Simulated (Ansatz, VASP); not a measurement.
CdF2 in VASP and in Ansatz

```
CELL_PARAMETERS angstrom
0.00000 2.69400 2.69400
2.49195 0.00000 2.69400
2.49195 2.69400 0.00000
ATOMIC_POSITIONS crystal
Cd 0.00000 0.00000 0.00000
F 0.25000 0.25000 0.25000
F 0.75000 0.75000 0.75000
```

Change from the starting cell: strain -0.0750 x Voigt [1, 0, 0, 0, 0, 0], atoms carried along.

Alike in both runs: task single point; functional PBE; k mesh 8 × 8 × 8; occupations gaussian, width 0.05 eV; no spin polarisation.

```csv
,VASP,Ansatz
version,VASP 6.6.1,Ansatz 0.2.0
potentials or method,"VASP PAW PBE potentials, release 64 (Cd, F), cutoff 520 eV","scalar-relativistic, plane waves, PAW"
valence electrons in the cell,26,34
```

Ansatz gave:

```
gap on the k mesh at the Fermi level (eV)                     : 3.20
least direct gap on the mesh (eV)                             : 3.64
pressure (GPa)                                                : 16.4
traceless stress, the component that is largest in VASP (GPa) : 6.27
```

Task: What did VASP give for the same quantities?

Result: gap on the k mesh at the Fermi level (eV): 3.16; least direct gap on the mesh (eV): 3.60; pressure (GPa): 17.6; traceless stress, the component that is largest in VASP (GPa): 6.16.

VASP's potentials hold 26 valence electrons a cell and Ansatz's 34, so a difference there can come from the potentials and not from the codes.
